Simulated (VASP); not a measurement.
# C in VASP: a series of runs

The runs below take C through single point, with LDA.

All numbers are computed with VASP 6.6.1; they aren't measurements. Logs are shortened: lines on timing, memory, paths and dates and some standing lists are left out, and cuts for length are marked.

### Step 1. The cell of the first run

The cell holds a slab with vacuum, 2 atoms: a = 2.456 Å, b = 2.456 Å, c = 8.524 Å, α = 90.00°, β = 90.00°, γ = 120.00°.

### Step 2. Single point, LDA

File INCAR:

```
PREC     = Accurate       # precision mode
ENCUT    = 520            # plane-wave cutoff, eV
EDIFF    = 1E-6           # SCF threshold, eV
ISMEAR   = 0              # smearing method
SIGMA    = 0.3            # smearing width, eV
LREAL    = F              # projectors in reciprocal space
LASPH    = T              # aspherical terms in the spheres
NELM     = 60             # most SCF steps
ALGO     = Normal         # electronic algorithm
ISIF     = 2              # what is computed and relaxed
LWAVE    = F              # write WAVECAR
LCHARG   = F              # write CHGCAR
NBANDS   = 11             # bands
```

File KPOINTS:

```
regular mesh
0
Gamma
  15 15 4
```

File POSCAR:

```
C
1.0
    2.4561700000      0.0000000000      0.0000000000
   -1.2280850000      2.1271056160      0.0000000000
    0.0000000000      0.0000000000      8.5238030000
C
2
Direct
    0.3333333333      0.6666666667      0.0000000000
    0.6666666667      0.3333333333      0.0000000000
```

Potentials or basis: VASP PAW LDA potentials, release 64 (C).

On the command line:

```bash
$ cat potpaw_LDA.64/C/POTCAR > POTCAR
$ mpirun -np 1 vasp_std > vasp.out
```

OUTCAR:

```text
PREC = Accurate
   ENCUT = 520
   EDIFF = 1E-6
   ISMEAR = 0
   LREAL = F
   LASPH = T
   NELM = 60
   ISIF = 2

 ion  position               nearest neighbor table
   1  0.333  0.667  0.000-   2 1.42   2 1.42   2 1.42
   2  0.667  0.333  0.000-   1 1.42   1 1.42   1 1.42

  LATTYP: Found a hexagonal cell.
 ALAT       =     2.4561700000
 C/A-ratio  =     3.4703636149

  Lattice vectors:

 A1 = (   2.4561700000,   0.0000000000,   0.0000000000)
 A2 = (  -1.2280850000,   2.1271056160,   0.0000000000)
 A3 = (   0.0000000000,   0.0000000000,   8.5238030000)

Analysis of symmetry for initial positions (statically):
=====================================================================
 Subroutine PRICEL returns:
 Original cell was already a primitive cell.

 Routine SETGRP: Setting up the symmetry group for a
 hexagonal supercell.

 Subroutine GETGRP returns: Found 24 space group operations
 (whereof 24 operations were pure point group operations)
 out of a pool of 24 trial point group operations.

The static configuration has the point symmetry D_6h.

Analysis of symmetry for dynamics (positions and initial velocities):
=====================================================================
 Subroutine PRICEL returns:
 Original cell was already a primitive cell.

 Routine SETGRP: Setting up the symmetry group for a
 hexagonal supercell.

 Subroutine GETGRP returns: Found 24 space group operations
 (whereof 24 operations were pure point group operations)
 out of a pool of 24 trial point group operations.

The dynamic configuration has the point symmetry D_6h.

 Subroutine INISYM returns: Found 24 space group operations
 (whereof 24 operations are pure point group operations),
 and found     1 'primitive' translations

----------------------------------------------------------------------------------------

                                     Primitive cell

  volume of cell :      44.5329

  direct lattice vectors                    reciprocal lattice vectors
     2.456170000  0.000000000  0.000000000     0.407137942  0.235061201  0.000000000
    -1.228085000  2.127105616  0.000000000     0.000000000  0.470122401  0.000000000
     0.000000000  0.000000000  8.523803000     0.000000000  0.000000000  0.117318526

  length of vectors
     2.456170000  2.456170000  8.523803000     0.470122401  0.470122401  0.117318526

[... 86 lines left out ...]
   ISIF   =      2    stress and relaxation
   ISYM   =      2    0-nonsym 1-usesym 2-fastsym
   POTIM  = 0.5000    time-step for ionic-motion
   TEBEG  =    0.0;   TEEND  =   0.0 temperature during run
   PSTRESS=    0.0 pullay stress
   NELECT =       8.0000    total number of electrons
   NUPDOWN=      -1.0000    fix difference up-down
   EMIN   =  10.00;   EMAX   =-10.00  energy-range for DOS
   EFERMI =   0.00;   METHOD = LEGACY
   ISMEAR =     0;   SIGMA  =   0.30  broadening in eV -4-tet -1-fermi 0-gaus
   EFERMI_NEDOS =   21; number of points for ismear=-14 and -15
   IALGO  =     38    algorithm
   IMIX   =      4    mixing-type and parameters
     AMIX     =   0.40;   BMIX     =  1.00
     AMIX_MAG =   1.60;   BMIX_MAG =  1.00
  volume/ion in A,a.u.               =      22.27       150.26
  Fermi-wavevector in a.u.,A,eV,Ry     =   0.923729  1.745595 11.609512  0.853275
  Thomas-Fermi vector in A             =   2.049397
   LORBIT       =      0    0 simple, 1 ext, 2 COOP (PROOUT), +10 PAW based schemes
   GGA     = CA    functional components
   LHFCALC =     F    Hartree Fock is set to
   AEXX    =    0.0000 exact exchange contribution
   IVDW    =     0    specifies the selected vdW correction
   LEPSILON=     F    determine dielectric tensor
   LRPA    =     F    only Hartree local field effects (RPA)
 non-spin polarized calculation
 Gauss-broadening in eV      SIGMA  =   0.30
  energy-cutoff  :      520.00
  volume of cell :       44.53
 maximum number of plane-waves:      1220
   NGX =  9   NGY =  9   NGZ = 31

 number of electron       7.9999997 magnetization

 Free energy of the ion-electron system (eV)
  ---------------------------------------------------
  ext. energy  EPLUGINS =         0.00000000
  ---------------------------------------------------
  free energy    TOTEN  =       -20.17358941 eV

  energy without entropy =      -20.17058034  energy(sigma->0) =      -20.17208488

 E-fermi :  -0.8930     XC(G=0):  -5.1133

 val. band max:       -0.8930084153   @ k =   0.3333   0.3333   0.5000
 cond. band min:      -0.8929729052   @ k =   0.3333   0.3333   0.2500
 fundamental gap:      0.0000355101
 Fermi energy:        -0.8929761018

 k-point     1 :       0.0000    0.0000    0.0000
  band No.  band energies     occupation
      1     -20.2871      2.00000
      2      -8.6131      2.00000
      3      -3.9268      2.00000
      4      -3.9268      2.00000
      5       2.2366      0.00000
      6       4.5839      0.00000
      7       6.1959      0.00000
      8       7.4415      0.00000
      9       7.4415      0.00000
     10      10.5760      0.00000
     11      12.1655      0.00000
[... 309 lines left out ...]
 k-point    24 :       0.4000    0.2000    0.0000
  band No.  band energies     occupation
      1     -14.3679      2.00000
      2     -13.5284      2.00000
      3      -9.7509      2.00000
      4      -2.4047      2.00000
      5       0.3933      0.00000
      6      10.0480      0.00000
      7      10.3479      0.00000
      8      10.9558      0.00000
      9      11.1070      0.00000
     10      13.4780      0.00000
     11      14.3856      0.00000

 [... further k-points ...]

------------------------ aborting loop because EDIFF is reached ----------------------------------------

  FORCE on cell =-STRESS in cart. coord.  units (eV):
  Direction    XX          YY          ZZ          XY          YZ          ZX
  --------------------------------------------------------------------------------------
  -------------------------------------------------------------------------------------
  Total       -0.5105162     -0.5105162     -0.0130205     -0.0000000      0.0000000      0.0000000
  in kB      -18.3670437    -18.3670437     -0.4684427     -0.0000000      0.0000000      0.0000000
  external PRESSURE =     -12.4008433 kB  Pullay stress =       0.0000000 kB

 VOLUME and BASIS-vectors are now :
 -----------------------------------------------------------------------------
  energy-cutoff  :      520.00
  volume of cell :       44.53
      direct lattice vectors                 reciprocal lattice vectors
     2.456170000  0.000000000  0.000000000     0.407137942  0.235061201  0.000000000
    -1.228085000  2.127105616  0.000000000     0.000000000  0.470122401  0.000000000
     0.000000000  0.000000000  8.523803000     0.000000000  0.000000000  0.117318526

 POSITION                                       TOTAL-FORCE (eV/Angst)
 -----------------------------------------------------------------------------------
     -0.00000      1.41807      0.00000        -0.000000      0.000000     -0.000000
      1.22809      0.70904      0.00000         0.000000     -0.000000      0.000000
 -----------------------------------------------------------------------------------
    total drift:                                0.000000     -0.000000      0.000000

  FREE ENERGIE OF THE ION-ELECTRON SYSTEM (eV)
  ---------------------------------------------------
  free  energy   TOTEN  =       -20.1735894132 eV

  energy  without entropy=      -20.1705803417  energy(sigma->0) =      -20.17208488
```

OSZICAR:

```text
N       E                     dE             d eps       ncg     rms          rms(c)
DAV:   1     0.220170218454E+02    0.22017E+02   -0.36443E+03  1806   0.583E+02
DAV:   2    -0.198897514782E+02   -0.41907E+02   -0.39983E+02  2366   0.132E+02
DAV:   3    -0.216460229886E+02   -0.17563E+01   -0.17483E+01  2247   0.268E+01
DAV:   4    -0.216646494763E+02   -0.18626E-01   -0.18619E-01  2422   0.335E+00
DAV:   5    -0.216648370719E+02   -0.18760E-03   -0.18758E-03  2291   0.287E-01    0.657E+00
DAV:   6    -0.205783089114E+02    0.10865E+01   -0.92530E-01  2047   0.546E+00    0.375E+00
DAV:   7    -0.201814901701E+02    0.39682E+00   -0.11539E+00  2163   0.606E+00    0.973E-01
DAV:   8    -0.201733892919E+02    0.81009E-02   -0.32744E-02  2084   0.107E+00    0.206E-01
DAV:   9    -0.201726828664E+02    0.70643E-03   -0.57857E-04  2208   0.156E-01    0.154E-01
DAV:  10    -0.201722253163E+02    0.45755E-03   -0.52621E-03  1915   0.304E-01    0.136E-01
DAV:  11    -0.201727386593E+02   -0.51334E-03   -0.17740E-04  2030   0.758E-02    0.473E-02
DAV:  12    -0.201735130957E+02   -0.77444E-03   -0.24545E-04  1871   0.788E-02    0.276E-02
DAV:  13    -0.201735565090E+02   -0.43413E-04   -0.44336E-06  2059   0.123E-02    0.718E-03
DAV:  14    -0.201735890156E+02   -0.32507E-04   -0.25280E-06  1882   0.608E-03    0.235E-03
DAV:  15    -0.201735894132E+02   -0.39761E-06   -0.52709E-08  2078   0.147E-03
   1 F= -.20173589E+02 E0= -.20172085E+02  d E =-.300907E-02
```

Run time: 12 s. Hardware: 1 thread of Intel Xeon 6975P-C (Granite Rapids), shared host; peak memory 0.15 GiB.

What came out:

```yaml
Free_energy: -20.1736 eV
Band_gap_on_the_k_mesh: zero (filled and empty bands touch)
```

Levels at points of the mesh, in eV from the Fermi level:
| k point | band 1 | band 2 | band 3 | band 4 | band 5 | band 6 | band 7 | band 8 |
| --- | --- | --- | --- | --- | --- | --- | --- | --- |
| (0.00, 0.00, 0.00) | -19.39 | -7.72 | -3.03 | -3.03 | 3.13 | 5.48 | 7.09 | 8.33 |
| (0.00, 0.00, 0.50) | -19.39 | -7.72 | -3.03 | -3.03 | 3.74 | 4.06 | 8.33 | 8.33 |

Caveat: so wide a smearing shifts energies and pressures.

(Part 1 of 2 ends here.)
